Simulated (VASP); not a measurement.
# Cr (P6_3/mmc) in VASP: further runs

Runs on Cr. Level: LDA. Tasks: single point.

Program: VASP 6.6.1. These are calculated values, not measurements. Logs are shortened: lines on timing, memory, paths and dates and some standing lists are left out, and cuts for length are marked.

## 1. The cell of the first run

Symmetry: P6_3/mmc, No. 194, hexagonal system. Conventional cell: a = 2.416 Å, b = 2.416 Å, c = 8.473 Å, α = 90.00°, β = 90.00°, γ = 120.00°. Cr (site symmetry -3m) has 12 Cr at 2.42 to 2.54 Å within 3.2 Å. Cr (site symmetry -6m2) has 12 Cr at 2.42 to 2.54 Å within 3.2 Å.

## 2. Single point, LDA (volume scaled by 0.96)

INCAR reads:

```
SYSTEM = Cr
PREC = Accurate
ENCUT = 520
EDIFF = 1E-6
ISMEAR = -1
SIGMA = 0.1
LREAL = .FALSE.
LASPH = .TRUE.
NELM = 60
ALGO = Normal
ISIF = 2
LWAVE = .FALSE.
LCHARG = .FALSE.
GGA = CA
NBANDS = 32
```

KPOINTS reads:

```
regular mesh
0
G
  17 17 4
  0 0 0
```

POSCAR reads:

```
Cr
1.0
    2.4158199181      0.0000000000      0.0000000000
   -1.2079099590      2.0921614200      0.0000000000
    0.0000000000      0.0000000000      8.4728472057
Cr
4
Direct
    1.0000000000      1.0000000000      1.0000000000
    0.0000000000      0.0000000000      0.5000000000
    0.3333333333      0.6666666667      0.2500000000
    0.6666666667      0.3333333333      0.7500000000
```

Potentials or basis: VASP PAW LDA potentials, release 64 (Cr_pv).

Command:

```bash
$ cat potpaw_LDA.64/Cr_pv/POTCAR > POTCAR
$ mpirun -np 1 vasp_std > vasp.out
```

OUTCAR:

```text
SYSTEM = Cr
   PREC = Accurate
   ENCUT = 520
   EDIFF = 1E-6
   ISMEAR = -1
   LREAL = .FALSE.
   LASPH = .TRUE.
   NELM = 60
   ISIF = 2
   GGA = CA

 ion  position               nearest neighbor table
   1  0.000  0.000  0.000-   3 2.54   4 2.54   3 2.54   4 2.54   4 2.54   3 2.54
   2  0.000  0.000  0.500-   3 2.54   4 2.54   3 2.54   4 2.54   4 2.54   3 2.54
   3  0.333  0.667  0.250-   1 2.54   2 2.54   1 2.54   2 2.54   1 2.54   2 2.54
   4  0.667  0.333  0.750-   1 2.54   2 2.54   1 2.54   2 2.54   1 2.54   2 2.54

  LATTYP: Found a hexagonal cell.
 ALAT       =     2.4158199181
 C/A-ratio  =     3.5072346007

  Lattice vectors:

 A1 = (   2.4158199181,   0.0000000000,   0.0000000000)
 A2 = (  -1.2079099590,   2.0921614200,   0.0000000000)
 A3 = (   0.0000000000,   0.0000000000,   8.4728472057)

Analysis of symmetry for initial positions (statically):
=====================================================================
 Subroutine PRICEL returns:
 Original cell was already a primitive cell.

 Routine SETGRP: Setting up the symmetry group for a
 hexagonal supercell.

 Subroutine GETGRP returns: Found 24 space group operations
 (whereof 12 operations were pure point group operations)
 out of a pool of 24 trial point group operations.

The static configuration has the point symmetry D_3d.
 The point group associated with its full space group is D_6h.

Analysis of symmetry for dynamics (positions and initial velocities):
=====================================================================
 Subroutine PRICEL returns:
 Original cell was already a primitive cell.

 Routine SETGRP: Setting up the symmetry group for a
 hexagonal supercell.

 Subroutine GETGRP returns: Found 24 space group operations
 (whereof 12 operations were pure point group operations)
 out of a pool of 24 trial point group operations.

The dynamic configuration has the point symmetry D_3d.
 The point group associated with its full space group is D_6h.

 Subroutine INISYM returns: Found 24 space group operations
 (whereof 12 operations are pure point group operations),
 and found     1 'primitive' translations

----------------------------------------------------------------------------------------

                                     Primitive cell

  volume of cell :      42.8242

  direct lattice vectors                    reciprocal lattice vectors
     2.415819918  0.000000000  0.000000000     0.413938139  0.238987296  0.000000000
    -1.207909959  2.092161420  0.000000000     0.000000000  0.477974591  0.000000000
     0.000000000  0.000000000  8.472847206     0.000000000  0.000000000  0.118024080

  length of vectors
     2.415819918  2.415819918  8.472847206     0.477974591  0.477974591  0.118024080

  position of ions in fractional coordinates (direct lattice)
     0.000000000  0.000000000  0.000000000
     0.000000000  0.000000000  0.500000000
     0.333333333  0.666666667  0.250000000
     0.666666667  0.333333333  0.750000000

  ion indices of the primitive-cell ions
   primitive index   ion index
                 1           1
                 2           2
                 3           3
                 4           4

----------------------------------------------------------------------------------------

 KPOINTS: regular mesh

Automatic generation of k-mesh.
 Grid dimensions read from file:
 generate k-points for:   17   17    4

 Generating k-lattice:

  Cartesian coordinates                     Fractional coordinates (reciprocal lattice)
     0.024349302  0.014058076  0.000000000     0.058823529 -0.000000000  0.000000000
     0.000000000  0.028116152  0.000000000     0.000000000  0.058823529  0.000000000
     0.000000000  0.000000000  0.029506020     0.000000000  0.000000000  0.250000000

  Length of vectors
     0.028116152  0.028116152  0.029506020

  Shift w.r.t. Gamma in fractional coordinates (k-lattice)
     0.000000000  0.000000000  0.000000000

 Subroutine IBZKPT returns following result:
 ===========================================

 Found     99 irreducible k-points:

 Following reciprocal coordinates:
            Coordinates               Weight
  0.000000  0.000000  0.000000      1.000000
  0.058824 -0.000000  0.000000      6.000000
  0.117647  0.000000  0.000000      6.000000
  0.176471 -0.000000  0.000000      6.000000
  0.235294  0.000000  0.000000      6.000000
  0.294118 -0.000000  0.000000      6.000000
[... 16 lines left out ...]
  0.411765  0.117647  0.000000     12.000000
  0.176471  0.176471  0.000000      6.000000
 [... further k-points ...]
   k-points           NKPTS =     99   k-points in BZ     NKDIM =     99   number of bands    NBANDS=     32
   number of dos      NEDOS =    301   number of ions     NIONS =      4
   total plane-waves  NPLWV =  20736
   dimension x,y,z NGX =    18 NGY =   18 NGZ =   64
   dimension x,y,z NGXF=    36 NGYF=   36 NGZF=  128
   ions per type =               4
   NGX,Y,Z   is equivalent  to a cutoff of  12.39, 12.39, 12.56 a.u.
   NGXF,Y,Z  is equivalent  to a cutoff of  24.77, 24.77, 25.11 a.u.
 SYSTEM =  Cr
   PREC   = accura    normal or accurate (medium, high low for compatibility)
   ISTART =      0    job   : 0-new  1-cont  2-samecut
   ICHARG =      2    charge: 1-file 2-atom 10-const
   ISPIN  =      1    spin polarized calculation?
   LNONCOLLINEAR =      F non collinear calculations
   LSORBIT =      F    spin-orbit coupling
   LASPH  =      T    aspherical Exc in radial PAW
   ENCUT  =  520.0 eV  38.22 Ry    6.18 a.u.   4.49  4.49 15.75*2*pi/ulx,y,z
   NELM   =     60;   NELMIN=  2; NELMDL= -5     # of ELM steps
   EDIFF  = 0.1E-05   stopping-criterion for ELM
   LREAL  =      F    real-space projection
   EDIFFG = 0.1E-04   stopping-criterion for IOM
   NSW    =      0    number of steps for IOM
   IBRION =     -1    ionic relax: 0-MD 1-quasi-New 2-CG
   NFREE  =      0    steps in history (QN), initial steepest desc. (CG)
   ISIF   =      2    stress and relaxation
   ISYM   =      2    0-nonsym 1-usesym 2-fastsym
   POTIM  = 0.5000    time-step for ionic-motion
   TEBEG  =    0.0;   TEEND  =   0.0 temperature during run
   PSTRESS=    0.0 pullay stress
   NELECT =      48.0000    total number of electrons
   NUPDOWN=      -1.0000    fix difference up-down
   EMIN   =  10.00;   EMAX   =-10.00  energy-range for DOS
   EFERMI =   0.00;   METHOD = LEGACY
   ISMEAR =    -1;   SIGMA  =   0.10  broadening in eV -4-tet -1-fermi 0-gaus
   EFERMI_NEDOS =   21; number of points for ismear=-14 and -15
   IALGO  =     38    algorithm
   IMIX   =      4    mixing-type and parameters
     AMIX     =   0.40;   BMIX     =  1.00
     AMIX_MAG =   1.60;   BMIX_MAG =  1.00
  volume/ion in A,a.u.               =      10.71        72.25
  Fermi-wavevector in a.u.,A,eV,Ry     =   1.700561  3.213594 39.346791  2.891908
  Thomas-Fermi vector in A             =   2.780673
   LORBIT       =      0    0 simple, 1 ext, 2 COOP (PROOUT), +10 PAW based schemes
   GGA     = CA    functional components
   LHFCALC =     F    Hartree Fock is set to
   AEXX    =    0.0000 exact exchange contribution
   IVDW    =     0    specifies the selected vdW correction
   LEPSILON=     F    determine dielectric tensor
   LRPA    =     F    only Hartree local field effects (RPA)
 non-spin polarized calculation
  energy-cutoff  :      520.00
  volume of cell :       42.82
 maximum number of plane-waves:      1184
 NGX is ok and might be reduce to    18
   NGX =  9   NGY =  9   NGZ = 31

 number of electron      48.0000052 magnetization

 Free energy of the ion-electron system (eV)
  ---------------------------------------------------
  ext. energy  EPLUGINS =         0.00000000
  ---------------------------------------------------
  free energy    TOTEN  =       -40.90905579 eV

  energy without entropy =      -40.71398435  energy(sigma->0) =      -40.81152007

 E-fermi :  11.7147     XC(G=0): -14.4319

 val. band max:       11.7136556065   @ k =   0.2941   0.0588   0.5000
 cond. band min:      11.7159373231   @ k =   0.0588   0.0588   0.2500
 fundamental gap:      0.0022817166
 Fermi energy:        11.7146681723

 k-point     1 :       0.0000    0.0000    0.0000
  band No.  band energies     occupation
      1     -31.2912      2.00000
      2     -30.7924      2.00000
      3     -30.7857      2.00000
      4     -30.2634      2.00000
      5     -30.1587      2.00000
      6     -30.1587      2.00000
[... 24 lines left out ...]
     31      13.4744      0.00000
     32      13.4744      0.00000

 k-point     2 :       0.0588   -0.0000    0.0000
  band No.  band energies     occupation
      1     -31.2774      2.00000
      2     -30.7901      2.00000
      3     -30.7836      2.00000
      4     -30.2654      2.00000
      5     -30.1977      2.00000
      6     -30.1695      2.00000
[... 24 lines left out ...]
     31      13.4897      0.00000
     32      13.5559      0.00000

 k-point     3 :       0.1176    0.0000    0.0000
  band No.  band energies     occupation
      1     -31.2370      2.00000
      2     -30.7865      2.00000
      3     -30.7810      2.00000
      4     -30.3080      2.00000
      5     -30.2731      2.00000
      6     -30.2526      2.00000
[... 24 lines left out ...]
     31      13.5008      0.00000
     32      13.6876      0.00000

 k-point     4 :       0.1765   -0.0000    0.0000
  band No.  band energies     occupation
      1     -31.1738      2.00000
      2     -30.7946      2.00000
      3     -30.7931      2.00000
      4     -30.4706      2.00000
      5     -30.4088      2.00000
      6     -30.3668      2.00000
[... 24 lines left out ...]
     31      13.4974      0.00000
     32      13.6426      0.00000

 k-point     5 :       0.2353    0.0000    0.0000
  band No.  band energies     occupation
      1     -31.0946      2.00000
      2     -30.8579      2.00000
      3     -30.8445      2.00000
      4     -30.6595      2.00000
      5     -30.6052      2.00000
      6     -30.4823      2.00000
[... 584 lines left out ...]
     31      14.5117      0.00000
     32      14.5327      0.00000

 k-point    22 :       0.3529    0.1176    0.0000
  band No.  band energies     occupation
      1     -31.2452      2.00000
      2     -31.2061      2.00000
      3     -31.1236      2.00000
      4     -31.0806      2.00000
      5     -30.7783      2.00000
      6     -30.5720      2.00000
[... 24 lines left out ...]
     31      14.5741      0.00000
     32      14.7855      0.00000

 k-point    23 :       0.4118    0.1176    0.0000
  band No.  band energies     occupation
      1     -31.3057      2.00000
      2     -31.2602      2.00000
      3     -31.1842      2.00000
      4     -31.1344      2.00000
      5     -30.7012      2.00000
      6     -30.6168      2.00000
[... 24 lines left out ...]
     31      14.4715      0.00000
     32      14.8049      0.00000

 k-point    24 :       0.1765    0.1765    0.0000
  band No.  band energies     occupation
      1     -30.9817      2.00000
      2     -30.9678      2.00000
      3     -30.9526      2.00000
      4     -30.8222      2.00000
      5     -30.8121      2.00000
      6     -30.5448      2.00000
[... 24 lines left out ...]
     31      14.0058      0.00000
     32      14.3012      0.00000

 [... further k-points ...]

------------------------ aborting loop because EDIFF is reached ----------------------------------------

  FORCE on cell =-STRESS in cart. coord.  units (eV):
  Direction    XX          YY          ZZ          XY          YZ          ZX
  --------------------------------------------------------------------------------------
  -------------------------------------------------------------------------------------
  Total        3.3933299      3.3933299      3.0533827      0.0000000      0.0000000      0.0000000
  in kB      126.9543372    126.9543372    114.2359245      0.0000000      0.0000000      0.0000000
  external PRESSURE =     122.7148663 kB  Pullay stress =       0.0000000 kB

 VOLUME and BASIS-vectors are now :
 -----------------------------------------------------------------------------
  energy-cutoff  :      520.00
  volume of cell :       42.82
      direct lattice vectors                 reciprocal lattice vectors
     2.415819918  0.000000000  0.000000000     0.413938139  0.238987296  0.000000000
    -1.207909959  2.092161420  0.000000000     0.000000000  0.477974591  0.000000000
     0.000000000  0.000000000  8.472847206     0.000000000  0.000000000  0.118024080

 POSITION                                       TOTAL-FORCE (eV/Angst)
 -----------------------------------------------------------------------------------
      0.00000      0.00000      0.00000        -0.000000      0.000000      0.000000
      0.00000      0.00000      4.23642        -0.000000      0.000000      0.000000
     -0.00000      1.39477      2.11821         0.000000      0.000000      0.000000
      1.20791      0.69739      6.35464        -0.000000      0.000000     -0.000000
 -----------------------------------------------------------------------------------
    total drift:                                0.000000     -0.000000      0.000000

  FREE ENERGIE OF THE ION-ELECTRON SYSTEM (eV)
  ---------------------------------------------------
  free  energy   TOTEN  =       -40.9090557901 eV

  energy  without entropy=      -40.7139843488  energy(sigma->0) =      -40.81152007
```

Wall time 52 s (1 thread of Intel Xeon 6975P-C (Granite Rapids), shared host); peak memory 0.21 GiB.

What came out:

* Free energy: -40.9091 eV
* Pressure: 12.3 GPa
* Band gap on the k mesh: zero (band 24 reaches 12.73 eV, above the bottom of band 25 at 11.30 eV)

Stress tensor (GPa, compression positive):
```
12.70  0.00  0.00
 0.00 12.70  0.00
 0.00  0.00 11.42
```

Caveat: the run has no spin polarisation, though such a crystal can be magnetic.

(Part 1 of 2 ends here.)
